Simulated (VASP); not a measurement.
The system is CdS.

```
Cd S
1.0
     0.00000    2.93921    2.93921
     2.93921    0.00000    2.93921
     2.93921    2.93921    0.00000
Cd S
1 1
Cartesian
  0.0000 0.0000 0.0000
  1.4696 1.4696 1.4696
```

Base run:

```yaml
Program: VASP 6.6.1
Functional: r2SCAN
Potentials_or_basis: VASP PAW PBE potentials, release 64 (Cd, S)
Cutoff: 550 eV
k_mesh: 6 × 6 × 6
Occupations: gaussian, width 0.01 eV
Spin: no spin polarisation
```

Its results: band gap on the k mesh 1.54 eV; pressure 0.3 GPa.

Q: The run is repeated on the same cell with these changes: functional from r2SCAN to HSE06; cutoff from 550 eV to 400 eV. What comes out?

A: Band gap on the k mesh 2.11 eV; pressure 0.1 GPa.

Caveats: the PAW data sets were made with another functional, which shifts forces and pressure a little.

